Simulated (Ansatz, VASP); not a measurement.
Al3GaN4 in VASP and in Ansatz

```
CELL_PARAMETERS angstrom
0.00000 -4.40699 0.00000
0.00000 0.00000 -4.40699
8.81399 -1.76280 0.00000
ATOMIC_POSITIONS crystal
Al 0.47552 0.00000 0.06120
Al 0.27552 0.00000 0.56120
Al 0.97552 0.50000 0.06120
Al 0.77552 0.50000 0.56120
Al 0.37552 0.50000 0.31120
Al 0.17552 0.50000 0.81120
Ga 0.87552 0.00000 0.31120
Ga 0.67552 0.00000 0.81120
N 0.18187 0.74471 0.18355
N 0.98187 0.74471 0.68355
N 0.67129 0.25529 0.18355
N 0.47129 0.25529 0.68355
N 0.87975 0.25529 0.93885
N 0.07975 0.25529 0.43885
N 0.36917 0.74471 0.93885
N 0.56917 0.74471 0.43885
```

Alike in both runs: task single point; functional PBEsol; k mesh 5 × 5 × 3; occupations gaussian, width 0.05 eV; no spin polarisation.

|  | VASP | Ansatz |
| --- | --- | --- |
| version | VASP 6.6.1 | Ansatz 0.2.0 |
| potentials or method | VASP PAW PBE potentials, release 64 (Al, Ga_d, N), cutoff 520 eV | scalar-relativistic, plane waves, PAW |
| valence electrons in the cell | 84 | 84 |

VASP gave:

| Quantity | Value |
| --- | --- |
| gap on the k mesh at the Fermi level (eV) | 0.04 |
| least direct gap on the mesh (eV) | 0.19 |
| pressure (GPa) | 10.2 |
| traceless stress, the component that is largest in VASP (GPa) | 28.42 |
| rms of the force components (eV/Å) | 2.121 |

Task: Which values does Ansatz return?

Result: gap on the k mesh at the Fermi level (eV): 0.05; least direct gap on the mesh (eV): 0.19; pressure (GPa): 10.2; traceless stress, the component that is largest in VASP (GPa): 28.35; rms of the force components (eV/Å): 2.098.

VASP's potentials were made for PBE, not for PBEsol. Atom by atom the forces differ by 0.031 eV/Å (rms over components).
